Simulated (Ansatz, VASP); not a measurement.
MgO: VASP beside Ansatz

```xyz
2
Lattice="2.6376 0.0143 0.0143 0.0143 2.6376 0.0143 0.0143 0.0143 2.6376" Properties=species:S:1:pos:R:3 pbc="T T T"
Mg    0.0000    0.0000    0.0000
O     1.3331    1.3331    1.3331
```

Change from the starting cell: shear_111 strain +1.6%.

Alike in both runs: task single point; functional HSE06; k mesh 6 × 6 × 6; no spin polarisation.

|  | VASP | Ansatz |
| --- | --- | --- |
| version | VASP 6.6.1 | Ansatz 0.2.0 |
| potentials or method | VASP PAW PBE potentials, release 64 (Mg, O) | plane waves, PAW |
| plane-wave cutoff (eV) | 520 | 420 |
| occupations | gaussian, width 0.01 eV | fixed |
| valence electrons in the cell | 8 | 16 |

|  | VASP | Ansatz | Ansatz less VASP |
| --- | --- | --- | --- |
| gap on the k mesh at the Fermi level (eV) | 3.97 | 4.03 | +0.060 |
| pressure (GPa) | -3.6 | -3.2 | +0.43 |
| traceless stress, the component that is largest in VASP (GPa) | 0.71 | 0.72 | +0.006 |

VASP's potentials hold 8 valence electrons a cell and Ansatz's 16, so a difference there can come from the potentials and not from the codes. Ansatz's warnings: stress exchange threshold loose, stress scf threshold loose.
